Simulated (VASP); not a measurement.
Crystal: Si3Sn.

```
Si Sn
1.0
     3.04658    0.00000    0.00000
     0.00000    3.04658    0.00000
     0.00000    0.00000    8.05780
Si Sn
3 1
Direct
  0.00000 0.00000 0.00000
  0.50000 0.50000 0.18470
  0.50000 0.50000 0.81530
  0.00000 0.00000 0.50000
```

| Item | Value |
| --- | --- |
| Program | VASP 6.6.1 |
| Task | relaxation of cell and atoms |
| Functional | PBE |
| Potentials or basis | VASP PAW PBE potentials, release 64 (Si, Sn_d) |
| Cutoff | 600 eV |
| k mesh | 16 × 16 × 6 |
| Occupations | gaussian, width 0.1 eV |
| Spin | no spin polarisation |

At the start: pressure -0.1 GPa; volume 18.70 Å³/atom.

Problem. Where does the relaxation end?

Solution. Over 19 steps the energy falls by 66.4 meV/atom and the volume is 18.32 Å³/atom (-2.0 %); space group P4/mmm (No. 123, to 0.05 Å).

Step by step:
```tsv
step	energy change (eV)	largest force (eV/Å)	pressure (GPa)	volume (Å³)
1	0.0000	0.0805	-0.12	74.79
2	-0.0208	0.0849	-0.08	74.63
3	-0.1021	0.0592	-0.05	74.04
4	-0.2372	0.1540	1.52	72.35
5	1.2093	6.8736	18.58	66.73
6	-0.2458	0.1311	1.54	72.18
7	-0.2035	0.7033	3.53	71.04
8	-0.2457	0.3822	2.15	71.76
9	-0.2489	0.2624	1.87	71.94
10	-0.2589	0.2918	0.31	73.44
11	-0.2592	0.2867	0.55	73.20
12	-0.2642	0.0864	-0.12	73.62
13	-0.2644	0.0543	-0.24	73.70
14	-0.2649	0.0410	-0.07	73.50
15	-0.2651	0.0284	0.08	73.31
16	-0.2652	0.0225	0.15	73.22
17	-0.2654	0.0002	0.04	73.28
18	-0.2655	0.0166	-0.05	73.33
19	-0.2655	0.0044	0.01	73.28
```

Final structure:
```
Si Sn
1.0
     3.28618    0.00000    0.00000
     0.00000    3.28618    0.00000
     0.00000    0.00000    6.78615
Si Sn
3 1
Cartesian
  0.0000 0.0000 0.0000
  1.6431 1.6431 1.2529
  1.6431 1.6431 5.5333
  0.0000 0.0000 3.3931
```
